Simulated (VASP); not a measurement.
A run of VASP 6.6.1 is set up as follows.

File POSCAR:

```
SnSe2
1.0
    3.8246790722      0.0000000000      0.0000000000
   -1.9123395361      3.3122692379      0.0000000000
    0.0000000000      0.0000000000     32.3760079985
Se Sn
2 1
Direct
    0.6666666667      0.3333333333      0.4505636622
    0.3333333333      0.6666666667      0.5494363378
    0.0000000000      0.0000000000      0.5000000000
```

File INCAR.step1:

```
SYSTEM = SnSe2
  ALGO = Normal
  DIPOL = 0.5 0.5 0.500
  EDIFF = 1E-4
  ENCUT = 520
  GGA = PE
  IDIPOL = 3
  ISMEAR = 0
  LASPH = .TRUE.
  LCHARG = .FALSE.
  LDIPOL = .TRUE.
  LREAL = .FALSE.
  LWAVE = .TRUE.
  NBANDS = 20
  NELM = 100
  PREC = Accurate
  SIGMA = 0.02
```

Contents of INCAR.step2:

```
SYSTEM = SnSe2
  ALGO = Normal
  DIPOL = 0.5 0.5 0.500
  EDIFF = 1E-7
  ENCUT = 520
  IDIPOL = 3
  ISIF = 2
  ISMEAR = 0
  ISTART = 1
  LASPH = .TRUE.
  LCHARG = .FALSE.
  LDIPOL = .TRUE.
  LMIXTAU = .TRUE.
  LREAL = .FALSE.
  LWAVE = .FALSE.
  METAGGA = R2SCAN
  NBANDS = 20
  NELM = 100
  PREC = Accurate
  SIGMA = 0.02
```

Contents of KPOINTS:

```
k-points
0
G
  12 12 1
  0 0 0
```

Potentials or basis: VASP PAW PBE potentials, release 64 (Se, Sn_d).

The run is started by

```console
$ cat potpaw_PBE.64/Se/POTCAR potpaw_PBE.64/Sn_d/POTCAR > POTCAR
$ cp INCAR.step1 INCAR
$ mpirun -np 1 vasp_std > vasp.out
$ cp INCAR.step2 INCAR
$ mpirun -np 1 vasp_std > vasp.out
```

Q: Predict the band gap on the k mesh.

A: 1.06 eV (least direct gap 1.40 eV).

Q: What does it give for the largest force?

A: 0.226 eV/Å.

Forces in eV/Å, atoms in the order of the input:
```
Se   0.000  0.000  0.226
Se   0.000  0.000 -0.226
Sn   0.000  0.000  0.000
```

Caveat: the PAW data sets were made with another functional, which shifts forces and pressure a little; spin-orbit coupling is left out, which moves the levels of the heavy elements.
